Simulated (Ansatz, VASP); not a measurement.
# Pd in VASP and in Ansatz

```
Pd
1.0
     0.00000    1.97403    1.97403
     1.97403    0.00000    1.97403
     1.97403    1.97403    0.00000
Pd
1
Direct
  0.00000 0.00000 0.00000
```

Alike in both runs: task relaxation of cell and atoms; functional PBE; k mesh 18 × 18 × 18; occupations gaussian, width 0.1 eV; no spin polarisation.

```csv
,VASP,Ansatz
version,VASP 6.6.1,Ansatz 0.2.0
potentials or method,"VASP PAW PBE potentials, release 64 (Pd), cutoff 600 eV","scalar-relativistic, plane waves, PAW"
valence electrons in the cell,10,18
```

|  | VASP | Ansatz | Ansatz less VASP |
| --- | --- | --- | --- |
| gap on the k mesh at the Fermi level, each at its own relaxed structure (eV) | none | none | - |
| relaxed volume (Å³/atom) | 15.29 | 15.32 | +0.030 |
| relaxed cell length with the largest relative difference (Å) | 2.786 | 2.788 | +0.0018 |

A gap of «none» marks a metal or a gap that the smearing closes. VASP's potentials hold 10 valence electrons a cell and Ansatz's 18, so a difference there can come from the potentials and not from the codes.
